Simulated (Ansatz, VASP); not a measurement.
# One calculation of KCl, two programs

The input INCAR:

```
SYSTEM = KCl
  PREC = Accurate
  ENCUT = 520
  EDIFF = 1E-6
  ISMEAR = 0
  SIGMA = 0.05
  LREAL = .FALSE.
  LASPH = .TRUE.
  NELM = 60
  ALGO = Normal
  ISIF = 2
  LWAVE = .FALSE.
  LCHARG = .FALSE.
  GGA = PE
  NBANDS = 15
```

The input KPOINTS:

```
regular mesh
0
G
  6 6 6
  0 0 0
```

Contents of POSCAR:

```
KCl
1.0
    0.0000000000      3.1561000000      3.2507830000
    3.1561000000      0.0000000000      3.2507830000
    3.1561000000      3.1561000000      0.0000000000
K Cl
1 1
Direct
    0.0000000000      0.0000000000      0.0000000000
    0.5000000000      0.5000000000      0.5000000000
```

Input for Ansatz:

```yaml
crystal:
  lattice:
    - [0.0, 3.1561, 3.250783]
    - [3.1561, 0.0, 3.250783]
    - [3.1561, 3.1561, 0.0]
  atoms:
    - { symbol: K, position: [0.0, 0.0, 0.0] }
    - { symbol: Cl, position: [0.5, 0.5, 0.5] }
basis:
  ecutwfc: 420
kpoints:
  mp_grid: { grid: [6, 6, 6] }
hamiltonian:
  xc: pbe
scf:
  occupations: { method: gaussian, width: 0.05 }
output:
  forces: true
  stress: true
  eigenvalues: true
```

Change from the starting cell: strain +0.0300 x Voigt [0, 0, 1, 0, 0, 0], atoms carried along.

Alike in both runs: task single point; functional PBE; k mesh 6 × 6 × 6; occupations gaussian, width 0.05 eV; no spin polarisation.

|  | VASP | Ansatz |
| --- | --- | --- |
| version | VASP 6.6.1 | Ansatz 0.2.0 |
| potentials or method | VASP PAW PBE potentials, release 64 (K_sv, Cl), cutoff 520 eV | scalar-relativistic, plane waves, PAW |
| valence electrons in the cell | 16 | 16 |

VASP gave:

- gap on the k mesh at the Fermi level (eV): 5.05
- least direct gap on the mesh (eV): 5.05
- pressure (GPa): 0.1
- traceless stress, the component that is largest in VASP (GPa): -0.57

Estimate Ansatz's values.

gap on the k mesh at the Fermi level (eV): 5.05; least direct gap on the mesh (eV): 5.05; pressure (GPa): 0.1; traceless stress, the component that is largest in VASP (GPa): -0.56.

The functional is the same, so the differences come from potentials, cutoffs and numerics.
